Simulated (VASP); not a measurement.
# Ga26P27 (a cell with a defect) in VASP: single point with PBE

Aim: the single point of Ga26P27 (a cell with a defect) with PBE.

Program: VASP 6.6.1. These are calculated values, not measurements. Logs are shortened: lines on timing, memory, paths and dates and some standing lists are left out, and cuts for length are marked.

### 1 The cell of the first run

The cell holds a defect, 53 atoms: a = 11.562 Å, b = 11.562 Å, c = 11.562 Å, α = 60.00°, β = 60.00°, γ = 60.00°.

### 2 Single point, PBE, collinear spin

File INCAR:

```
SYSTEM = Ga26P27
PREC = Accurate
ENCUT = 520
EDIFF = 1E-6
ISMEAR = 0
SIGMA = 0.05
LREAL = Auto
LASPH = .True.
NELM = 150
ALGO = Normal
ISIF = 2
LWAVE = .False.
LCHARG = .True.
ISPIN = 2
MAGMOM = 0.01 0.01 0.01 0 0.01 0.01 0.01 0 0.01 0 0.01 0 0 0 0.01 0 0 0.01 0.01 0 0.01 0 0 0 0 0 0.26 0.07 0.26 0.07 0.07 0.01 0.26 0.01 0.01 0.07 0.07 0.01 0.07 0.01 0.01 0.01 0.01 0.01 0.27 0.01 0.01 0.01 0.01 0.01 0.01 0.01 0
LORBIT = 11
GGA = PE
LELF = .True.
LVHAR = .True.
NBANDS = 272
NCORE = 4
```

File KPOINTS:

```
Automatic mesh
0
Gamma
  1 1 1
  0 0 0
```

File POSCAR:

```
Ga26P27
1.0
    0.0000000000      8.1757500000      8.1757500000
    8.1757500000      0.0000000000      8.1757500000
    8.1757500000      8.1757500000      0.0000000000
Ga P
26 27
Direct
    0.0003932440      0.0003018004      0.3307104885
    0.0004651078      0.0002341860      0.6684165891
    0.0003792425      0.3305882996      0.0004227848
   -0.0002465866      0.3333410027      0.3334224689
    0.0003797730      0.3306949990      0.6684758911
    0.0005273709      0.6683141433      0.0002621991
    0.0004580319      0.6683620844      0.3308278065
    0.0000205649      0.6665616836      0.6666702612
    0.3306410854      0.0003155579      0.0004735529
    0.3334787327     -0.0003272128      0.3334058483
    0.3308555917      0.0002372593      0.6685029473
    0.3334848882      0.3333201379     -0.0002738237
    0.3334572068      0.3333435591      0.3334537632
    0.3330136068      0.3328625505      0.6670460456
    0.3309364995      0.6683631477      0.0003478360
    0.3330583113      0.6669375903      0.3329747871
    0.3330845783      0.6669244684      0.6669874601
    0.6685096716      0.0003007900      0.0002948670
    0.6684544841      0.0003930692      0.3308804709
    0.6666968993     -0.0001081943      0.6667192017
    0.6684481473      0.3308404879      0.0004127075
    0.6670609976      0.3329473421      0.3330230832
    0.6670617669      0.3329237483      0.6670465268
    0.6667402501      0.6666422705     -0.0000369352
    0.6671127513      0.6670141962      0.3329528539
    0.6667492820      0.6666306469      0.6666687455
    0.0830341414      0.0830104870      0.0831550764
    0.0834254823      0.0832858656      0.4165416926
    0.0833392359      0.0831544153      0.7501438093
    0.0834191716      0.4164539077      0.0833508761
    0.0833878217      0.4165433572      0.4166583453
    0.0830811959      0.4164740958      0.7501966982
    0.0834821908      0.7498502479      0.0833019930
    0.0831551192      0.7500782554      0.4165663252
    0.0832127161      0.7500446476      0.7501197419
    0.4166852811      0.0832692839      0.0833532660
    0.4166199291      0.0833003458      0.4166909131
    0.4166017887      0.0829779786      0.7502470646
    0.4166346883      0.4165535167      0.0834029172
    0.4167569476      0.4166403993      0.4167448556
    0.4167676391      0.4166270874      0.7498431220
    0.4166298527      0.7501366118      0.0831048556
    0.4168138475      0.7497920377      0.4166832771
    0.4166393393      0.7500841517      0.7501527768
    0.7498979774      0.0833861629      0.0833794841
    0.7501900649      0.0830781176      0.4166196063
    0.7502278956      0.0830268746      0.7501539808
    0.7502173622      0.4165463702      0.0831311652
    0.7498722211      0.4167170243      0.4167435181
    0.7502263972      0.4165331121      0.7501771120
    0.7502964373      0.7501243217      0.0830287797
    0.7502685636      0.7501560977      0.4165645763
    0.7500679104      0.7499308554      0.7500068642
```

Potentials or basis: VASP PAW PBE potentials, release 64 (Ga_d, P).

Run with:

```sh
> cat potpaw_PBE.64/Ga_d/POTCAR potpaw_PBE.64/P/POTCAR > POTCAR
> mpirun -np 4 vasp_gam > vasp.out
```

OUTCAR:

```text
SYSTEM = Ga26P27
   PREC = Accurate
   ENCUT = 520
   EDIFF = 1E-6
   ISMEAR = 0
   LREAL = Auto
   LASPH = .True.
   NELM = 150
   ISIF = 2
   ISPIN = 2
   LORBIT = 11
   GGA = PE

 ion  position               nearest neighbor table
   1  0.000  0.000  0.331-  27 2.34  46 2.36  34 2.36  28 2.38
   2  0.000  0.000  0.668-  29 2.34  35 2.36  47 2.36  28 2.38
   3  0.000  0.331  0.000-  27 2.34  48 2.36  32 2.36  30 2.38
   4  1.000  0.333  0.333-  49 2.36  28 2.36  30 2.36  31 2.36
   5  0.000  0.331  0.668-  29 2.34  50 2.36  32 2.36  31 2.38
   6  0.001  0.668  0.000-  33 2.34  35 2.36  51 2.36  30 2.38
[... 33 lines left out ...]
  40  0.417  0.417  0.417-  13 2.36  16 2.36  14 2.36  22 2.36
  41  0.417  0.417  0.750-  12 2.36  23 2.36  17 2.36  14 2.36
  42  0.417  0.750  0.083-  16 2.36  24 2.36   9 2.36  15 2.36
  43  0.417  0.750  0.417-  10 2.36  25 2.36  17 2.36  16 2.36
  44  0.417  0.750  0.750-  17 2.36  26 2.36  11 2.36  15 2.36
  45  0.750  0.083  0.083-  21 2.34  19 2.34  18 2.34
  46  0.750  0.083  0.417-  22 2.36  20 2.36  19 2.36   1 2.36
  47  0.750  0.083  0.750-  23 2.36  20 2.36  18 2.36   2 2.36
  48  0.750  0.417  0.083-  22 2.36  24 2.36   3 2.36  21 2.36
  49  0.750  0.417  0.417-   4 2.36  25 2.36  22 2.36  23 2.36
  50  0.750  0.417  0.750-  23 2.36  26 2.36   5 2.36  21 2.36
  51  0.750  0.750  0.083-  25 2.36  24 2.36  18 2.36   6 2.36
  52  0.750  0.750  0.417-  25 2.36  26 2.36   7 2.36  19 2.36
  53  0.750  0.750  0.750-   8 2.36  24 2.36  26 2.36  20 2.36

  LATTYP: Found a face centered cubic cell.
 ALAT       =    16.3515000000

  Lattice vectors:

 A1 = (   0.0000000000,   8.1757500000,   8.1757500000)
 A2 = (   8.1757500000,   0.0000000000,   8.1757500000)
 A3 = (   8.1757500000,   8.1757500000,   0.0000000000)

Analysis of symmetry for initial positions (statically):
=====================================================================
 Subroutine PRICEL returns:
 Original cell was already a primitive cell.

 Routine SETGRP: Setting up the symmetry group for a
 face centered cubic supercell.

 Subroutine GETGRP returns: Found  1 space group operations
 (whereof  1 operations were pure point group operations)
 out of a pool of 48 trial point group operations.

The static configuration has the point symmetry C_1 .

Analysis of symmetry for dynamics (positions and initial velocities):
=====================================================================
 Subroutine PRICEL returns:
 Original cell was already a primitive cell.

 Routine SETGRP: Setting up the symmetry group for a
 face centered cubic supercell.

 Subroutine GETGRP returns: Found  1 space group operations
 (whereof  1 operations were pure point group operations)
 out of a pool of 48 trial point group operations.

The dynamic configuration has the point symmetry C_1 .

[... 236 lines left out ...]

  energy without entropy =     -226.92358890  energy(sigma->0) =     -226.92358890

 E-fermi :   4.8769     XC(G=0):  -9.6808

 val. band max:        4.6652908007   @ k =   0.0000   0.0000   0.0000
 cond. band min:       5.0867698189   @ k =   0.0000   0.0000   0.0000
 fundamental gap:      0.4214790182
 Fermi energy:         4.8769137381

 spin component 1

 k-point     1 :       0.0000    0.0000    0.0000
  band No.  band energies     occupation
      1     -10.2277      1.00000
      2     -10.2277      1.00000
      3     -10.2139      1.00000
      4     -10.2139      1.00000
      5     -10.2139      1.00000
      6     -10.2125      1.00000
[... 240 lines left out ...]
    247       6.4228      0.00000
    248       6.4229      0.00000
 Fermi energy:         4.8769137381

 spin component 2

 k-point     1 :       0.0000    0.0000    0.0000
  band No.  band energies     occupation
      1     -10.2223      1.00000
      2     -10.2222      1.00000
      3     -10.2104      1.00000
      4     -10.2103      1.00000
      5     -10.2103      1.00000
      6     -10.2101      1.00000
[... 240 lines left out ...]
    247       6.4525      0.00000
    248       6.4526      0.00000
 [bands above 248 left out]

------------------------ aborting loop because EDIFF is reached ----------------------------------------

  FORCE on cell =-STRESS in cart. coord.  units (eV):
  Direction    XX          YY          ZZ          XY          YZ          ZX
  --------------------------------------------------------------------------------------
  -------------------------------------------------------------------------------------
  Total       23.7708374     23.7631149     23.7561356     -0.0273940     -0.0178186     -0.0095035
  in kB       34.8451436     34.8338233     34.8235926     -0.0401563     -0.0261199     -0.0139309
  external PRESSURE =      34.8341865 kB  Pullay stress =       0.0000000 kB

 VOLUME and BASIS-vectors are now :
 -----------------------------------------------------------------------------
  energy-cutoff  :      520.00
  volume of cell :     1092.98
      direct lattice vectors                 reciprocal lattice vectors
     0.000000000  8.175750000  8.175750000    -0.061156469  0.061156469  0.061156469
     8.175750000  0.000000000  8.175750000     0.061156469 -0.061156469  0.061156469
     8.175750000  8.175750000  0.000000000     0.061156469  0.061156469 -0.061156469

 POSITION                                       TOTAL-FORCE (eV/Angst)
 -----------------------------------------------------------------------------------
      2.70627      2.70702      0.00568        -0.004306     -0.002345      0.002816
      5.46672      5.46861      0.00572         0.003920      0.000533      0.003278
      2.70626      0.00656      2.70591        -0.006471      0.004033     -0.001576
      5.45129     10.89971     10.89905        -0.005630      0.005670      0.007192
      8.16897      5.46840      2.70678        -0.005206      0.006181     -0.001525
      5.46611      0.00646      5.46828         0.006236      0.005142     -0.001042
[... 45 lines left out ...]
      9.53882      9.53974     12.26710         0.001582     -0.002422     -0.000315
     12.26312     12.26424     12.26361         0.000949     -0.001188     -0.000063
 -----------------------------------------------------------------------------------
    total drift:                                0.014647     -0.012777      0.006658

  FREE ENERGIE OF THE ION-ELECTRON SYSTEM (eV)
  ---------------------------------------------------
  free  energy   TOTEN  =      -226.9235889008 eV

  energy  without entropy=     -226.9235888994  energy(sigma->0) =     -226.92358890

 total charge

# of ion       s       p       d       tot
------------------------------------------
    1        0.832   0.870  10.014  11.716
    2        0.832   0.870  10.014  11.716
    3        0.832   0.870  10.014  11.717
    4        0.827   0.875  10.014  11.716
    5        0.832   0.871  10.014  11.717
    6        0.832   0.870  10.014  11.717
[... 45 lines left out ...]
   52        0.989   1.580   0.000   2.570
   53        0.989   1.584   0.000   2.572
--------------------------------------------------
tot         48.514  64.794 260.391 373.699

 magnetization (x)

# of ion       s       p       d       tot
------------------------------------------
    1       -0.003   0.005   0.008   0.010
    2       -0.003   0.005   0.008   0.010
    3       -0.003   0.005   0.008   0.010
    4       -0.002  -0.004   0.004  -0.002
    5       -0.003   0.005   0.008   0.010
    6       -0.003   0.005   0.008   0.010
[... 45 lines left out ...]
   52       -0.000   0.006   0.000   0.006
   53        0.000   0.003   0.000   0.003
--------------------------------------------------
tot          0.038   1.473   0.123   1.634
```

Run time: 12 min. Hardware: 4 MPI ranks of Oxide Virtual Turin-like, shared host; peak memory 0.58 GiB.

Results:

```yaml
Free_energy: -226.9236 eV
Pressure: 3.5 GPa
Largest_force: 0.015 eV/Å
Net_moment: 3.00 μB per cell
Site_moments: Ga +0.01, -0.00, +0.00 (each value once); P +0.25, +0.07, +0.01, +0.00 (each value once) μB
Valence_electrons_inside_the_program's_atomic_spheres: Ga 11.72, 11.71 (each value once); P 2.52, 2.56, 2.57 (each value once)
```

Forces in eV/Å, atoms in the order of the input:
```
Ga  -0.004 -0.002  0.003
Ga   0.004  0.001  0.003
Ga  -0.006  0.004 -0.002
Ga  -0.006  0.006  0.007
Ga  -0.005  0.006 -0.002
Ga   0.006  0.005 -0.001
Ga  -0.006 -0.005  0.002
Ga   0.000  0.001  0.001
Ga   0.004 -0.005 -0.002
Ga   0.005 -0.006  0.005
Ga   0.006 -0.004  0.000
Ga   0.006  0.005 -0.007
Ga  -0.004 -0.006 -0.006
Ga   0.002 -0.001  0.001
Ga   0.003 -0.001 -0.003
Ga   0.001  0.003 -0.001
Ga  -0.004  0.000  0.000
Ga   0.006  0.006  0.003
Ga  -0.006 -0.004 -0.001
Ga   0.000  0.000  0.000
Ga  -0.004  0.000 -0.002
Ga   0.003 -0.001  0.000
Ga   0.000 -0.001  0.001
Ga   0.001  0.000  0.000
Ga  -0.001  0.000  0.000
Ga  -0.001 -0.001  0.000
P    0.005  0.009  0.011
P    0.002  0.002 -0.006
P   -0.003 -0.006  0.006
P    0.002 -0.004  0.002
P    0.003  0.000  0.000
P    0.000  0.002  0.001
P    0.000  0.000 -0.007
P    0.004  0.001  0.001
P    0.000 -0.005 -0.001
P   -0.003 -0.003 -0.002
P   -0.001  0.006  0.002
P   -0.002 -0.001 -0.002
P    0.000  0.000  0.008
P    0.001  0.001  0.002
P   -0.001 -0.001  0.002
P   -0.005 -0.001 -0.001
P   -0.001  0.001 -0.003
P    0.000  0.004  0.002
P   -0.002 -0.001 -0.005
P   -0.001  0.003 -0.002
P   -0.004  0.001  0.002
P    0.000 -0.004 -0.001
P   -0.001 -0.001 -0.002
P    0.003 -0.001 -0.003
P   -0.001  0.001 -0.001
P    0.002 -0.002  0.000
P    0.001 -0.001  0.000
```

Levels at points of the mesh, in eV from the Fermi level:
Spin up:
```tsv
k point	band 236	band 237	band 238	band 239	band 240	band 241
(0.00, 0.00, 0.00)	-0.21	-0.21	-0.21	1.42	1.42	1.43
```
Spin down:
| k point | band 232 | band 233 | band 234 | band 235 | band 236 | band 237 | band 238 | band 239 |
| --- | --- | --- | --- | --- | --- | --- | --- | --- |
| (0.00, 0.00, 0.00) | -1.15 | -0.51 | -0.51 | -0.51 | 0.21 | 0.21 | 0.21 | 1.44 |

Caveat: the k points lie up to 0.67 Å⁻¹ apart.
